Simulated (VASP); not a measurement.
# Cu (I4/mmm) in VASP: further runs

Runs on Cu. Level: PBE. Tasks: single point.

All numbers are computed with VASP 6.6.1; they aren't measurements. Logs are shortened: lines on timing, memory, paths and dates and some standing lists are left out, and cuts for length are marked.

### 1 The cell of the first run

The structure is tetragonal, space group I4/mmm (No. 139). Conventional cell: a = 2.586 Å, b = 2.586 Å, c = 3.952 Å, α = 90.00°, β = 90.00°, γ = 90.00°. Cu (site symmetry 4/mmm) has 12 Cu at 2.59 to 2.69 Å within 3.4 Å.

### 2 Single point, PBE (13.22 Å³/atom)

Input file INCAR:

```
PREC = Accurate
ENCUT = 520
EDIFF = 1E-7
ISMEAR = 0
SIGMA = 0.15
LREAL = F
LASPH = T
NELM = 80
ALGO = Fast
ISIF = 2
LWAVE = F
LCHARG = F
GGA = PE
NBANDS = 12
```

Input file KPOINTS:

```
regular mesh
0
Gamma
  24 24 24
```

Input file POSCAR:

```
Cu
1.0
    0.0000000000      1.8289301749      1.9757932680
    1.8289301749      0.0000000000      1.9757932680
    1.8289301749      1.8289301749      0.0000000000
Cu
1
Direct
    0.0000000000      0.0000000000      0.0000000000
```

Potentials or basis: VASP PAW PBE potentials, release 64 (Cu).

Started as:

```sh
$ cat potpaw_PBE.64/Cu/POTCAR > POTCAR
$ mpirun -np 1 vasp_std > vasp.out
```

OUTCAR:

```text
PREC = Accurate
   ENCUT = 520
   EDIFF = 1E-7
   ISMEAR = 0
   LREAL = F
   LASPH = T
   NELM = 80
   ISIF = 2
   GGA = PE

 ion  position               nearest neighbor table
   1  0.000  0.000  0.000-

  LATTYP: Found a body centered tetragonal cell.
 ALAT       =     2.5864978580
 C/A-ratio  =     1.5277749115

  Lattice vectors:

 A1 = (  -1.8289301749,   0.0000000000,   1.9757932680)
 A2 = (   1.8289301749,   0.0000000000,   1.9757932680)
 A3 = (   0.0000000000,   1.8289301749,  -1.9757932680)

Analysis of symmetry for initial positions (statically):
=====================================================================
 Subroutine PRICEL returns:
 Original cell was already a primitive cell.

 Routine SETGRP: Setting up the symmetry group for a
 body centered tetragonal supercell.

 Subroutine GETGRP returns: Found 16 space group operations
 (whereof 16 operations were pure point group operations)
 out of a pool of 16 trial point group operations.

The static configuration has the point symmetry D_4h.

Analysis of symmetry for dynamics (positions and initial velocities):
=====================================================================
 Subroutine PRICEL returns:
 Original cell was already a primitive cell.

 Routine SETGRP: Setting up the symmetry group for a
 body centered tetragonal supercell.

 Subroutine GETGRP returns: Found 16 space group operations
 (whereof 16 operations were pure point group operations)
 out of a pool of 16 trial point group operations.

The dynamic configuration has the point symmetry D_4h.

 Subroutine INISYM returns: Found 16 space group operations
 (whereof 16 operations are pure point group operations),
 and found     1 'primitive' translations

----------------------------------------------------------------------------------------

                                     Primitive cell

  volume of cell :      13.2180

  direct lattice vectors                    reciprocal lattice vectors
     0.000000000  1.828930175  1.975793268    -0.273383865  0.273383865  0.253062913
     1.828930175  0.000000000  1.975793268     0.273383865 -0.273383865  0.253062913
     1.828930175  1.828930175  0.000000000     0.273383865  0.273383865 -0.253062913

  length of vectors
     2.692349276  2.692349276  2.586497858     0.462080419  0.462080419  0.462080419

  position of ions in fractional coordinates (direct lattice)
     0.000000000  0.000000000  0.000000000

  ion indices of the primitive-cell ions
   primitive index   ion index
                 1           1

----------------------------------------------------------------------------------------

 KPOINTS: regular mesh

Automatic generation of k-mesh.
 Grid dimensions read from file:
 generate k-points for:   24   24   24

 Generating k-lattice:

  Cartesian coordinates                     Fractional coordinates (reciprocal lattice)
    -0.011390994  0.011390994  0.010544288     0.041666667  0.000000000  0.000000000
     0.011390994 -0.011390994  0.010544288     0.000000000  0.041666667  0.000000000
     0.011390994  0.011390994 -0.010544288     0.000000000  0.000000000  0.041666667

  Length of vectors
     0.019253351  0.019253351  0.019253351

  Shift w.r.t. Gamma in fractional coordinates (k-lattice)
     0.000000000  0.000000000  0.000000000

 Subroutine IBZKPT returns following result:
 ===========================================

 Found   1063 irreducible k-points:

 Following reciprocal coordinates:
            Coordinates               Weight
  0.000000  0.000000  0.000000      1.000000
  0.041667 -0.000000  0.000000      8.000000
  0.083333 -0.000000  0.000000      8.000000
  0.125000  0.000000  0.000000      8.000000
  0.166667 -0.000000  0.000000      8.000000
  0.208333  0.000000  0.000000      8.000000
[... 16 lines left out ...]
  0.416667  0.041667  0.000000      8.000000
  0.458333  0.041667  0.000000      8.000000
 [... further k-points ...]
   k-points           NKPTS =   1063   k-points in BZ     NKDIM =   1063   number of bands    NBANDS=     12
   number of dos      NEDOS =    301   number of ions     NIONS =      1
   total plane-waves  NPLWV =   8000
   dimension x,y,z NGX =    20 NGY =   20 NGZ =   20
   dimension x,y,z NGXF=    40 NGYF=   40 NGZF=   40
   ions per type =               1
   NGX,Y,Z   is equivalent  to a cutoff of  12.35, 12.35, 12.85 a.u.
   NGXF,Y,Z  is equivalent  to a cutoff of  24.70, 24.70, 25.71 a.u.
 SYSTEM =  unknown system
   PREC   = accura    normal or accurate (medium, high low for compatibility)
   ISTART =      0    job   : 0-new  1-cont  2-samecut
   ICHARG =      2    charge: 1-file 2-atom 10-const
   ISPIN  =      1    spin polarized calculation?
   LNONCOLLINEAR =      F non collinear calculations
   LSORBIT =      F    spin-orbit coupling
   LASPH  =      T    aspherical Exc in radial PAW
   ENCUT  =  520.0 eV  38.22 Ry    6.18 a.u.   5.01  5.01  4.81*2*pi/ulx,y,z
   NELM   =     80;   NELMIN=  2; NELMDL= -5     # of ELM steps
   EDIFF  = 0.1E-06   stopping-criterion for ELM
   LREAL  =      F    real-space projection
   EDIFFG = 0.1E-05   stopping-criterion for IOM
   NSW    =      0    number of steps for IOM
   IBRION =     -1    ionic relax: 0-MD 1-quasi-New 2-CG
   NFREE  =      0    steps in history (QN), initial steepest desc. (CG)
   ISIF   =      2    stress and relaxation
   ISYM   =      2    0-nonsym 1-usesym 2-fastsym
   POTIM  = 0.5000    time-step for ionic-motion
   TEBEG  =    0.0;   TEEND  =   0.0 temperature during run
   PSTRESS=    0.0 pullay stress
   NELECT =      11.0000    total number of electrons
   NUPDOWN=      -1.0000    fix difference up-down
   EMIN   =  10.00;   EMAX   =-10.00  energy-range for DOS
   EFERMI =   0.00;   METHOD = LEGACY
   ISMEAR =     0;   SIGMA  =   0.15  broadening in eV -4-tet -1-fermi 0-gaus
   EFERMI_NEDOS =   21; number of points for ismear=-14 and -15
   IALGO  =     68    algorithm
   IMIX   =      4    mixing-type and parameters
     AMIX     =   0.40;   BMIX     =  1.00
     AMIX_MAG =   1.60;   BMIX_MAG =  1.00
  volume/ion in A,a.u.               =      13.22        89.20
  Fermi-wavevector in a.u.,A,eV,Ry     =   1.539869  2.909931 32.262093  2.371197
  Thomas-Fermi vector in A             =   2.646036
   LORBIT       =      0    0 simple, 1 ext, 2 COOP (PROOUT), +10 PAW based schemes
   GGA     = PE    functional components
   LHFCALC =     F    Hartree Fock is set to
   AEXX    =    0.0000 exact exchange contribution
   IVDW    =     0    specifies the selected vdW correction
   LEPSILON=     F    determine dielectric tensor
   LRPA    =     F    only Hartree local field effects (RPA)
 non-spin polarized calculation
 RMM-DIIS sequential band-by-band and
 Gauss-broadening in eV      SIGMA  =   0.15
  energy-cutoff  :      520.00
  volume of cell :       13.22
 maximum number of plane-waves:       372
   NGX =  9   NGY =  9   NGZ =  9

 number of electron      11.0000007 magnetization

 Free energy of the ion-electron system (eV)
  ---------------------------------------------------
  ext. energy  EPLUGINS =         0.00000000
  ---------------------------------------------------
  free energy    TOTEN  =        -3.67872554 eV

  energy without entropy =       -3.67540805  energy(sigma->0) =       -3.67706680

 E-fermi :   6.2859     XC(G=0): -12.0852

 val. band max:        6.2791672460   @ k =  -0.4583   0.0833   0.0000
 cond. band min:       6.2868170246   @ k =  -0.2083   0.2917   0.1250
 fundamental gap:      0.0076497785
 Fermi energy:         6.2858587522

 k-point     1 :       0.0000    0.0000    0.0000
  band No.  band energies     occupation
      1      -2.2567      2.00000
      2       3.3466      2.00000
      3       3.6840      2.00000
      4       3.6840      2.00000
      5       4.0742      2.00000
      6       4.4040      2.00000
      7      28.0607      0.00000
      8      29.7983      0.00000
      9      29.8256      0.00000
     10      29.8256      0.00000
     11      32.2415      0.00000
     12      32.2417      0.00000

 k-point     2 :       0.0417   -0.0000    0.0000
  band No.  band energies     occupation
      1      -2.1981      2.00000
      2       3.3523      2.00000
      3       3.6774      2.00000
      4       3.6939      2.00000
      5       4.0728      2.00000
      6       4.3979      2.00000
      7      27.6407      0.00000
      8      28.9771      0.00000
      9      29.5629      0.00000
     10      29.6513      0.00000
     11      32.5130      0.00000
     12      32.6402      0.00000

 k-point     3 :       0.0833   -0.0000    0.0000
  band No.  band energies     occupation
      1      -2.0232      2.00000
      2       3.3655      2.00000
      3       3.6598      2.00000
      4       3.7218      2.00000
      5       4.0717      2.00000
      6       4.3809      2.00000
      7      25.9825      0.00000
      8      28.5015      0.00000
      9      29.0809      0.00000
     10      29.2756      0.00000
     11      33.1776      0.00000
     12      33.2326      0.00000
[... 286 lines left out ...]
 k-point    23 :       0.4167    0.0417    0.0000
  band No.  band energies     occupation
      1       1.5704      2.00000
      2       3.3963      2.00000
      3       3.7528      2.00000
      4       4.1748      2.00000
      5       4.6350      2.00000
      6       4.8436      2.00000
      7      11.7218      0.00000
      8      24.5358      0.00000
      9      26.8432      0.00000
     10      27.3406      0.00000
     11      29.3930      0.00000
     12      32.4740      0.00000

 k-point    24 :       0.4583    0.0417    0.0000
  band No.  band energies     occupation
      1       1.7462      2.00000
      2       3.3749      2.00000
      3       3.7256      2.00000
      4       4.4961      2.00000
      5       4.6675      2.00000
      6       5.2903      2.00000
      7      10.4285      0.00000
      8      24.1025      0.00000
      9      27.0694      0.00000
     10      27.3738      0.00000
     11      29.3279      0.00000
     12      31.8634      0.00000

 [... further k-points ...]

------------------------ aborting loop because EDIFF is reached ----------------------------------------

  FORCE on cell =-STRESS in cart. coord.  units (eV):
  Direction    XX          YY          ZZ          XY          YZ          ZX
  --------------------------------------------------------------------------------------
  -------------------------------------------------------------------------------------
  Total       -0.7290038     -0.7290038     -1.0800000      0.0000000      0.0000000     -0.0000000
  in kB      -88.3638501    -88.3638501   -130.9087195      0.0000000      0.0000000     -0.0000000
  external PRESSURE =    -102.5454732 kB  Pullay stress =       0.0000000 kB

 VOLUME and BASIS-vectors are now :
 -----------------------------------------------------------------------------
  energy-cutoff  :      520.00
  volume of cell :       13.22
      direct lattice vectors                 reciprocal lattice vectors
     0.000000000  1.828930175  1.975793268    -0.273383865  0.273383865  0.253062913
     1.828930175  0.000000000  1.975793268     0.273383865 -0.273383865  0.253062913
     1.828930175  1.828930175  0.000000000     0.273383865  0.273383865 -0.253062913

 POSITION                                       TOTAL-FORCE (eV/Angst)
 -----------------------------------------------------------------------------------
      0.00000      0.00000      0.00000        -0.000000      0.000000      0.000000
 -----------------------------------------------------------------------------------
    total drift:                                0.000000      0.000000      0.000000

  FREE ENERGIE OF THE ION-ELECTRON SYSTEM (eV)
  ---------------------------------------------------
  free  energy   TOTEN  =        -3.6787255444 eV

  energy  without entropy=       -3.6754080485  energy(sigma->0) =       -3.67706680
```

It took 82 s on 1 thread of Intel Xeon 6975P-C (Granite Rapids), shared host; peak memory 0.26 GiB.

Results:

* Free energy: -3.6787 eV
* Pressure: -10.3 GPa
* Band gap on the k mesh: zero (an odd number of electrons rules out a gap without spin polarisation)

Stress tensor (GPa, compression positive):
```
 -8.84   0.00   0.00
  0.00  -8.84   0.00
  0.00   0.00 -13.09
```

Caveat: the cell stands under tension.

### 3 Single point, PBE (11.31 Å³/atom)

This run uses another cell than the first one, of 11.31 Å³/atom.

Input file INCAR:

```
SYSTEM = Cu
ALGO = Fast
EDIFF = 1E-6
ENCUT = 520
GGA = PE
ISIF = 2
ISMEAR = 0
LASPH = .TRUE.
LCHARG = .TRUE.
LELF = .TRUE.
LREAL = .FALSE.
LVHAR = .TRUE.
LWAVE = .FALSE.
NBANDS = 12
NELM = 80
PREC = Accurate
SIGMA = 0.15
```

Input file KPOINTS:

```
k-points
0
G
  24 24 24
  0 0 0
```

Input file POSCAR:

```
Cu
1.0
    0.0000000000      1.7361650397      1.8755790924
    1.7361650397      0.0000000000      1.8755790924
    1.7361650397      1.7361650397      0.0000000000
Cu
1
Direct
    0.0000000000      0.0000000000      0.0000000000
```

Potentials or basis: VASP PAW PBE potentials, release 64 (Cu).

Started as:

```sh
$ cat potpaw_PBE.64/Cu/POTCAR > POTCAR
$ mpirun -np 1 vasp_std > vasp.out
```

It took 67 s on 1 thread of Intel Xeon 6975P-C (Granite Rapids), shared host; peak memory 0.25 GiB.

The run converged. Its results:

```
Free energy            : -3.6991 eV
Pressure               : 10.2 GPa
Band gap on the k mesh : zero (an odd number of electrons rules out a gap without spin polarisation)
```

Stress tensor (GPa, compression positive):
```
12.48  0.00  0.00
 0.00 12.48  0.00
 0.00  0.00  5.69
```

Levels at points of the mesh, in eV from the Fermi level:
| k point | band 2 | band 3 | band 4 | band 5 | band 6 | band 7 | band 8 | band 9 | band 10 | band 11 |
| --- | --- | --- | --- | --- | --- | --- | --- | --- | --- | --- |
| (0.00, 0.00, 0.00) | -3.47 | -3.05 | -3.05 | -2.55 | -2.13 | 23.02 | 25.68 | 26.08 | 26.08 | 28.43 |
| (0.50, 0.00, 0.00) | -3.44 | -3.04 | -1.79 | -1.65 | -1.15 | 3.97 | 19.91 | 23.05 | 24.09 | 24.39 |
| (0.50, 0.50, 0.00) | -4.68 | -1.71 | -1.59 | -1.59 | 0.37 | 6.05 | 14.67 | 14.67 | 19.07 | 22.14 |
| (0.50, 0.00, 0.50) | -4.68 | -1.76 | -1.70 | -1.42 | 2.02 | 8.09 | 12.77 | 12.91 | 17.53 | 20.45 |

Caveat: the cell stands under pressure.
